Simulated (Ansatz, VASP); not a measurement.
# AlCo in VASP and in Ansatz

```
Al Co
1.0
     2.81940    0.00000    0.00000
     0.00000    2.81940    0.00000
     0.00000    0.00000    2.81940
Al Co
1 1
Direct
  0.00000 0.00000 0.00000
  0.47492 0.47492 0.50000
```

Alike in both runs: task single point; functional PBE; k mesh 16 × 16 × 16; occupations gaussian, width 0.15 eV; collinear spin.

```csv
,VASP,Ansatz
version,VASP 6.6.1,Ansatz 0.2.0
potentials or method,"VASP PAW PBE potentials, release 64 (Al, Co), cutoff 520 eV","scalar-relativistic, plane waves, PAW"
valence electrons in the cell,12,20
```

Ansatz gave:

| Property | Result |
| --- | --- |
| gap on the k mesh at the Fermi level (eV) | none |
| pressure (GPa) | 7.5 |
| traceless stress, the component that is largest in VASP (GPa) | 0.95 |
| rms of the force components (eV/Å) | 0.480 |
| net moment per atom (μB) | 0.00 |

Question: What did VASP give for the same quantities?

Answer: gap on the k mesh at the Fermi level (eV): none; pressure (GPa): 7.4; traceless stress, the component that is largest in VASP (GPa): 0.95; rms of the force components (eV/Å): 0.482; net moment per atom (μB): 0.00.

Atom by atom the forces differ by 0.002 eV/Å (rms over components). A gap of «none» marks a metal or a gap that the smearing closes. With one functional, cell and mesh, what is left measures potentials, basis and numerics. VASP's potentials hold 12 valence electrons a cell and Ansatz's 20, so a difference there can come from the potentials and not from the codes. Ansatz's warnings: seeded moment not kept.
